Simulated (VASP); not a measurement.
# Zn: single point with PBE

The system is Zn.

```
Zn
1.0
    -1.56904    1.56904    1.56904
     1.56904   -1.56904    1.56904
     1.56904    1.56904   -1.56904
Zn
1
Direct
  0.00000 0.00000 0.00000
```

* Program: VASP 6.6.1
* Task: single point
* Functional: PBE
* Potentials or basis: VASP PAW PBE potentials, release 64 (Zn)
* Cutoff: 500 eV
* k mesh: 10 × 10 × 10
* Occupations: gaussian, width 0.15 eV
* Spin: no spin polarisation

| Property | Result |
| --- | --- |
| Pressure | 0.0 GPa |
| Band gap on the k mesh | zero (band 6 reaches 7.27 eV, above the bottom of band 7 at 2.09 eV) |

Levels at points of the mesh, in eV from the Fermi level:
| k point | band 4 | band 5 | band 6 | band 7 | band 8 | band 9 |
| --- | --- | --- | --- | --- | --- | --- |
| (0.00, 0.00, 0.00) | -7.94 | -7.45 | -7.45 | 18.77 | 18.77 | 18.77 |
| (0.50, 0.00, 0.00) | -7.41 | -7.11 | -2.83 | -1.18 | 11.08 | 12.47 |
| (0.50, 0.50, 0.50) | -7.19 | -7.19 | 3.99 | 3.99 | 3.99 | 7.26 |

Wall time 4.6 s on 1 thread of Intel(R) Xeon(R) Platinum 8559C (Emerald Rapids), on a shared host, peak memory 0.12 GiB.
